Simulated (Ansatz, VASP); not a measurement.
**Zr in VASP and in Ansatz**

File INCAR:

```
SYSTEM = Zr
  PREC = Accurate
  ENCUT = 520
  EDIFF = 1E-8
  ISMEAR = -1
  SIGMA = 0.08
  LREAL = .False.
  LASPH = .True.
  NELM = 80
  ALGO = Normal
  ISIF = 2
  LWAVE = .False.
  LCHARG = .False.
  GGA = PS
  LEFG = .True.
  NBANDS = 19
```

File KPOINTS:

```
Automatic mesh
0
Gamma
  13 13 7
  0 0 0
```

File POSCAR:

```
Zr
1.0
    3.2211887832      0.0000000000      0.0000000000
   -1.6105943915      2.7896313165      0.0000000000
    0.0000000000      0.0000000000      5.1297858246
Zr
2
Direct
    0.3333333333      0.6666666667      0.2500000000
    0.6666666667      0.3333333333      0.7500000000
```

Input for Ansatz:

```yaml
crystal:
  lattice:
    - [3.2211887832, 0.0, 0.0]
    - [-1.6105943915, 2.7896313165, 0.0]
    - [0.0, 0.0, 5.1297858246]
  atoms:
    - { symbol: Zr, position: [0.3333333333, 0.6666666667, 0.25] }
    - { symbol: Zr, position: [0.6666666667, 0.3333333333, 0.75] }
kpoints:
  mp_grid: { grid: [13, 13, 7] }
scf:
  occupations: { method: fermi_dirac, width: 0.08 }
hamiltonian:
  xc: pbesol
  pseudopotentials: { kind: all_electron, datasets: crystal }
output:
  forces: true
  stress: true
  eigenvalues: true
  efg: { contact_densities: true }
```

Change from the starting cell: volume scaled by 0.99, crystal datasets.

Alike in both runs: task electric field gradients; functional PBEsol; k mesh 13 × 13 × 7; occupations fermi-dirac, width 0.08 eV; no spin polarisation.

|  | VASP | Ansatz |
| --- | --- | --- |
| version | VASP 6.6.1 | Ansatz 0.2.0 |
| potentials or method | VASP PAW PBE potentials, release 64 (Zr_sv), cutoff 520 eV | all-electron PAW with datasets made for the crystal, scalar-relativistic |

Ansatz gave:

* pressure (GPa): -2.3
* traceless stress, the component that is largest in VASP (GPa): 0.49
* size of Vzz on the site where it differs most (V/Å²): 43.2

Problem. Which values does VASP return?

Solution. Pressure (GPa): -2.3; traceless stress, the component that is largest in VASP (GPa): 0.49; size of Vzz on the site where it differs most (V/Å²): 42.6.

VASP's potentials were made for PBE, not for PBEsol. Ansatz ran all-electron here, and VASP with PAW potentials.
